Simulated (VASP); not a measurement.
Wanted: the native input for a VASP 6.6.1 run.

```
Task                   : single point
Functional             : r2SCAN
Potentials or basis    : VASP PAW PBE potentials, release 64 (Al, Ru_pv, Te)
Cutoff                 : 520 eV
k mesh                 : 7 × 7 × 7
Occupations            : fermi-dirac, width 0.0468 eV
Spin                   : no spin polarisation
Dipole correction      : no
Further INCAR settings : ALGO = Normal; EDIFF = 1e-06; NBANDS = 31
```

The system is Al2Te4Ru.

```
Al Ru Te
1.0
     0.00000    5.92057    0.00000
     5.92057    0.00000    0.00000
     2.96028    2.96028   -6.02965
Al Ru Te
2 1 4
Direct
  0.50000 0.50000 0.00000
  0.75000 0.25000 0.50000
  0.00000 0.00000 0.00000
  0.37500 0.37500 0.75000
  0.62500 0.12500 0.25000
  0.87500 0.87500 0.75000
  0.12500 0.62500 0.25000
```

One way to write it, as run:

POSCAR

```
Al2Te4Ru
1.0
    0.0000000000      5.9205670000      0.0000000000
    5.9205670000      0.0000000000      0.0000000000
    2.9602830000      2.9602830000     -6.0296510000
Al Ru Te
2 1 4
Direct
    0.5000000000      0.5000000000      0.0000000000
    0.7500000000      0.2500000000      0.5000000000
    0.0000000000      0.0000000000      0.0000000000
    0.3750000000      0.3750000000      0.7500000000
    0.6250000000      0.1250000000      0.2500000000
    0.8750000000      0.8750000000      0.7500000000
    0.1250000000      0.6250000000      0.2500000000
```

INCAR.step1

```
ALGO = Normal ; EDIFF = 1E-4
ENCUT = 520 ; GGA = PE
ISMEAR = -1 ; LASPH = True
LCHARG = False ; LREAL = False
LWAVE = True ; NBANDS = 31
NELM = 80 ; PREC = Accurate
SIGMA = 0.0468
```

INCAR.step2

```
ALGO = Normal ; EDIFF = 1E-6
ENCUT = 520 ; ISIF = 2
ISMEAR = -1 ; ISTART = 1
LASPH = True ; LCHARG = False
LMIXTAU = True ; LREAL = False
LWAVE = False ; METAGGA = R2SCAN
NBANDS = 31 ; NELM = 80
PREC = Accurate ; SIGMA = 0.0468
```

KPOINTS

```
k-points
0
Gamma
  7 7 7
```

Potentials or basis: VASP PAW PBE potentials, release 64 (Al, Ru_pv, Te).

The run is started by

```console
$ cat potpaw_PBE.64/Al/POTCAR potpaw_PBE.64/Ru_pv/POTCAR potpaw_PBE.64/Te/POTCAR > POTCAR
$ cp INCAR.step1 INCAR
$ mpirun -np 1 vasp_std > vasp.out
$ cp INCAR.step2 INCAR
$ mpirun -np 1 vasp_std > vasp.out
```

It gave:

| Item | Value |
| --- | --- |
| Pressure | 2.3 GPa |
| Largest force | 0.832 eV/Å |
| Band gap on the k mesh | zero (bands 22 and 23 overlap by 0.33 eV) |

Caveat: the PAW data sets were made with another functional, which shifts forces and pressure a little; spin-orbit coupling is left out, which moves the levels of the heavy elements.

Wall time 40 min on 1 thread of Oxide Virtual Turin-like Processor, with other jobs on the host, peak memory 0.54 GiB.
